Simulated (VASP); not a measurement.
Input of a VASP 6.6.1 run:

Contents of POSCAR:

```
Ta2C
1.0
    3.1114910591      0.0000000000      0.0000000000
   -1.5557455295      2.6946303008      0.0000000000
    0.0000000000      0.0000000000      4.9420184100
Ta C
2 1
Direct
    0.3333333333      0.6666666667      0.2533408720
    0.6666666667      0.3333333333      0.7466591280
    0.0000000000      0.0000000000      0.0000000000
```

INCAR.step1

```
SYSTEM = Ta2C
ALGO = Normal ; EDIFF = 1E-4
ENCUT = 520 ; GGA = PE
ISMEAR = -1 ; LASPH = .TRUE.
LCHARG = .FALSE. ; LREAL = .FALSE.
LWAVE = .TRUE. ; NBANDS = 20
NELM = 100 ; PREC = Accurate
SIGMA = 0.1
```

The input INCAR.step2:

```
SYSTEM = Ta2C
ALGO = Normal ; EDIFF = 1E-6
ENCUT = 520 ; ISIF = 2
ISMEAR = -1 ; ISTART = 1
LASPH = .TRUE. ; LCHARG = .FALSE.
LMIXTAU = .TRUE. ; LREAL = .FALSE.
LWAVE = .FALSE. ; METAGGA = R2SCAN
NBANDS = 20 ; NELM = 100
PREC = Accurate ; SIGMA = 0.1
```

The input KPOINTS:

```
k-points
0
G
  12 12 7
  0 0 0
```

Potentials or basis: VASP PAW PBE potentials, release 64 (Ta_pv, C).

The run is started by

```console
$ cat potpaw_PBE.64/Ta_pv/POTCAR potpaw_PBE.64/C/POTCAR > POTCAR
$ cp INCAR.step1 INCAR
$ mpirun -np 1 vasp_std > vasp.out
$ cp INCAR.step2 INCAR
$ mpirun -np 1 vasp_std > vasp.out
```

What does it give for the pressure?

0.7 GPa.

Estimate the band gap on the k mesh.

zero (band 13 reaches 7.08 eV, above the bottom of band 14 at 6.35 eV).

What does it give for the largest force?

0.035 eV/Å.

Forces on the atoms (eV/Å):
```
Ta   0.000  0.000  0.035
Ta   0.000  0.000 -0.035
C    0.000  0.000  0.000
```

Caveat: the PAW data sets were made with another functional, which shifts forces and pressure a little; spin-orbit coupling is left out, which moves the levels of the heavy elements.
